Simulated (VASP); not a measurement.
V:

```
V
1.0
     2.63857    0.00000    0.00000
    -1.31928    2.28506    0.00000
     0.00000    0.00000    4.78549
V
2
Direct
  0.33333 0.66667 0.25000
  0.66667 0.33333 0.75000
```

This cell differs from its parent crystal: volume scaled by 1.04.

Base run:

| Quantity | Value |
| --- | --- |
| Program | VASP 6.6.1 |
| Functional | PBE |
| Potentials or basis | VASP PAW PBE potentials, release 64 (V_sv) |
| Cutoff | 520 eV |
| k mesh | 12 × 12 × 6 |
| Occupations | fermi-dirac, width 0.05 eV |
| Spin | collinear spin, ferromagnetic start |
| Starting moments | [2.0, 2.0] μB |

Its results: band gap on the k mesh zero (filled and empty bands overlap); pressure -6.5 GPa; net moment 0.00 μB per cell.

Problem. The run is repeated on the same cell with these changes: functional from PBE to r2SCAN; further incar settings from ALGO = Normal; EDIFF = 1e-06; NBANDS = 24 to ALGO = Normal; EDIFF = 1e-07; NBANDS = 24. What comes out?

Solution. Band gap on the k mesh zero (filled and empty bands overlap); pressure -8.9 GPa; net moment 0.00 μB per cell.

Caveats: the PAW data sets were made with another functional, which shifts forces and pressure a little (some runs).
